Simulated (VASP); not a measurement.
A run of VASP 6.6.1 is set up as follows.

The input INCAR:

```
  PREC = Accurate
  ENCUT = 500
  EDIFF = 1E-6
  ISMEAR = 0
  SIGMA = 0.01
  LREAL = False
  LASPH = True
  NELM = 120
  ALGO = Normal
  ISIF = 2
  LWAVE = False
  LCHARG = False
  GGA = CA
  NBANDS = 11
  GGA_COMPAT = False
```

KPOINTS

```
regular mesh
0
Gamma
  8 8 8
```

POSCAR

```
AlAs
1.0
    0.0000000000      2.8389245968      2.8389245968
    2.8389245968      0.0000000000      2.8389245968
    2.8389245968      2.8389245968      0.0000000000
Al As
1 1
Direct
    0.0000000000      0.0000000000      0.0000000000
    0.2500000000      0.2500000000      0.2500000000
```

Potentials or basis: VASP PAW LDA potentials, release 64 (Al, As).

Launch:

```console
$ cat potpaw_LDA.64/Al/POTCAR potpaw_LDA.64/As/POTCAR > POTCAR
$ mpirun -np 1 vasp_std > vasp.out
```

Problem. Predict the pressure.

Solution. -1.5 GPa.

Problem. Predict the band gap on the k mesh.

Solution. 1.35 eV, indirect (least direct gap 1.81 eV).

A k mesh can miss the band edges.
